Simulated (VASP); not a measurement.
Input of a VASP 6.6.1 run:

File INCAR:

```
SYSTEM = MnF2
ALGO = Normal ; EDIFF = 1E-6
ENCUT = 520 ; GGA = PE
ISIF = 2 ; ISMEAR = 0
ISPIN = 2 ; LASPH = .TRUE.
LCHARG = .FALSE. ; LDAU = .TRUE.
LDAUJ = 0 0 ; LDAUL = 2 -1
LDAUPRINT = 1 ; LDAUTYPE = 2
LDAUU = 2 0 ; LMAXMIX = 4
LORBIT = 11 ; LREAL = .FALSE.
LWAVE = .FALSE. ; MAGMOM = 4.73 0 0
NBANDS = 24 ; NELM = 150
PREC = Accurate ; SIGMA = 0.05
```

File KPOINTS:

```
k-points
0
G
  8 8 6
  0 0 0
```

File POSCAR:

```
MnF2
1.0
    3.3743128661      0.0000000000      0.0000000000
   -1.6871564330      2.9222406624      0.0000000000
    0.0000000000      0.0000000000      4.9576215098
Mn F
1 2
Direct
    0.0000000000      0.0000000000      0.0000000000
    0.3333333333      0.6666666667      0.1942625801
    0.6666666667      0.3333333333      0.8057374199
```

Potentials or basis: VASP PAW PBE potentials, release 64 (Mn_pv, F).

The run is started by

```sh
$ cat potpaw_PBE.64/Mn_pv/POTCAR potpaw_PBE.64/F/POTCAR > POTCAR
$ mpirun -np 1 vasp_std > vasp.out
```

Problem. Estimate the site moments.

Solution. Mn +4.64; F +0.07 μB.

Problem. Estimate the largest force.

Solution. 0.076 eV/Å.

Forces in eV/Å, atoms in the order of the input:
```
Mn   0.000  0.000  0.000
F    0.000  0.000 -0.076
F    0.000  0.000  0.076
```

Caveat: a cell with one magnetic atom can't hold antiferromagnetic order, which such compounds often take. The state reached can hang on the start; a lower one may exist.
